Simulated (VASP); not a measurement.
Here is a VASP 6.6.1 calculation.

Contents of INCAR:

```
PREC = Accurate
ENCUT = 500
EDIFF = 1E-7
ISMEAR = 0
SIGMA = 0.1
LREAL = False
LASPH = True
NELM = 120
ALGO = Normal
ISIF = 3
LWAVE = False
LCHARG = False
GGA = PE
IBRION = 2
NSW = 90
EDIFFG = -0.04
GGA_COMPAT = False
NELMIN = 4
```

Contents of KPOINTS:

```
Automatic mesh
0
Gamma
  4 4 4
```

Contents of POSCAR:

```
Te5W
1.0
    0.0000000000      4.7930468500      4.7930468500
    4.7930468500      0.0000000000      4.7930468500
    4.7930468500      4.7930468500      0.0000000000
Te W
5 1
Direct
    0.6353769700      0.6353769700      0.6353769700
    0.6353769700      0.6353769700      0.0938691000
    0.6353769700      0.0938691000      0.6353769700
    0.0938691000      0.6353769700      0.6353769700
    0.2500000000      0.2500000000      0.2500000000
    0.5000000000      0.5000000000      0.5000000000
```

Potentials or basis: VASP PAW PBE potentials, release 64 (Te, W_sv).

Command:

```console
$ cat potpaw_PBE.64/Te/POTCAR potpaw_PBE.64/W_sv/POTCAR > POTCAR
$ mpirun -np 1 vasp_std > vasp.out
```

Problem. What does it give for the relaxed cell?

Solution. a = 7.539 Å, b = 7.539 Å, c = 7.539 Å, α = 60.00°, β = 60.00°, γ = 60.00°.

Problem. Predict the band gap on the k mesh.

Solution. Zero (bands 22 and 23 overlap by 0.56 eV).

Problem. Estimate the relaxed volume.

Solution. 50.51 Å³/atom.

Problem. Estimate the space group after relaxing (to 0.1 Å).

Solution. F-43m (No. 216).

Forces on the atoms (eV/Å):
```
Te   0.004  0.004  0.004
Te  -0.004 -0.004  0.004
Te  -0.004  0.004 -0.004
Te   0.004 -0.004 -0.004
Te   0.000  0.000  0.000
W    0.000  0.000  0.000
```

Caveat: the volume moved by over 15 % at a fixed basis, so the end points are rough; spin-orbit coupling is left out, which moves the levels of the heavy elements.
